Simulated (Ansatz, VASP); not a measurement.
# One calculation of Ir2Cl, two programs

```
CELL_PARAMETERS angstrom
0.00000 2.87101 2.87101
2.87101 0.00000 2.87101
2.87101 2.87101 0.00000
ATOMIC_POSITIONS crystal
Ir 0.25000 0.25000 0.25000
Ir 0.75000 0.75000 0.75000
Cl 0.00000 0.00000 0.00000
```

Alike in both runs: functional r2SCAN; k mesh 6 × 6 × 6; occupations gaussian, width 0.1 eV; no spin polarisation.

Ansatz relaxed the structure, and its values are those at the end. VASP's run is a single point on that final structure, the one shown.

|  | VASP | Ansatz |
| --- | --- | --- |
| version | VASP 6.6.1 | Ansatz 0.2.0 |
| potentials or method | VASP PAW PBE potentials, release 64 (Ir_sv_GW, Cl), cutoff 620 eV | scalar-relativistic, plane waves, PAW |
| valence electrons in the cell | 41 | 41 |

|  | VASP | Ansatz | Ansatz less VASP |
| --- | --- | --- | --- |
| gap on the k mesh at the Fermi level (eV) | none | none | - |
| pressure (GPa) | -0.4 | -0.1 | +0.31 |

VASP's potentials were made for PBE, not for r2SCAN. A gap of «none» marks a metal or a gap that the smearing closes.

Neither program's run includes spin-orbit coupling.
